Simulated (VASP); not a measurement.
B4AsRu:

```
B As Ru
1.0
     0.00000    3.24937    3.24937
     3.24937    0.00000    3.24937
     3.24937    3.24937    0.00000
B As Ru
4 1 1
Cartesian
  2.4360 4.0627 4.0627
  2.4360 2.4360 2.4360
  4.0627 2.4360 4.0627
  4.0627 4.0627 2.4360
  0.0000 0.0000 0.0000
  4.8741 4.8741 4.8741
```

The cell was built from a structure type or drawn by symmetry, and may not be a known phase.

- Program: VASP 6.6.1
- Task: relaxation of cell and atoms
- Functional: PBE
- Potentials or basis: VASP PAW PBE potentials, release 64 (B, As, Ru_pv)
- Cutoff: 600 eV
- k mesh: 4 × 4 × 4
- Occupations: gaussian, width 0.1 eV
- Spin: no spin polarisation

At the start: pressure -28.0 GPa; volume 11.44 Å³/atom.

Question: Where does the relaxation end?

Answer: Over 19 steps the energy falls by 266.9 meV/atom and the volume is 9.47 Å³/atom (-17.2 %); space group F-43m (No. 216, to 0.1 Å) before and after.

Step by step:
| step | energy change (eV) | largest force (eV/Å) | pressure (GPa) | volume (Å³) |
| --- | --- | --- | --- | --- |
| 1 | 0.0000 | 0.1030 | -28.00 | 68.62 |
| 2 | -1.0096 | 0.2476 | 25.49 | 50.62 |
| 3 | -1.3801 | 0.2208 | -0.11 | 55.73 |
| 4 | -1.3797 | 0.2237 | 0.81 | 55.49 |
| 5 | -1.3898 | 0.2753 | 0.92 | 55.46 |
| 6 | -1.4302 | 0.3831 | 1.52 | 55.37 |
| 7 | -1.5289 | 0.3669 | 3.79 | 55.18 |
| 8 | -1.3723 | 1.4564 | 13.36 | 54.82 |
| 9 | -1.5549 | 0.2306 | 5.01 | 55.12 |
| 10 | -1.5637 | 0.0413 | 6.85 | 55.03 |
| 11 | -1.5647 | 0.0374 | 6.30 | 55.05 |
| 12 | -1.5693 | 0.0088 | 6.06 | 55.16 |
| 13 | -1.5791 | 0.0877 | 5.30 | 55.49 |
| 14 | -1.5787 | 0.3505 | 4.14 | 56.15 |
| 15 | -1.5825 | 0.1966 | 4.77 | 55.79 |
| 16 | -1.5885 | 0.1555 | 3.90 | 55.97 |
| 17 | -1.5995 | 0.0435 | 1.51 | 56.51 |
| 18 | -1.5919 | 0.1489 | -2.97 | 57.59 |
| 19 | -1.6012 | 0.0210 | 0.07 | 56.84 |

Final structure:
```
B As Ru
1.0
     0.00000    3.05169    3.05169
     3.05169    0.00000    3.05169
     3.05169    3.05169    0.00000
B As Ru
4 1 1
Direct
  0.92339 0.35887 0.35887
  0.35887 0.35887 0.35887
  0.35887 0.92339 0.35887
  0.35887 0.35887 0.92339
  0.00000 0.00000 0.00000
  0.75000 0.75000 0.75000
```

Caveat: the k points lie up to 0.45 Å⁻¹ apart in the final cell, too coarse for converged energies and pressures of a metal; the volume moved by over 15 % at a fixed basis, so the end points are rough.
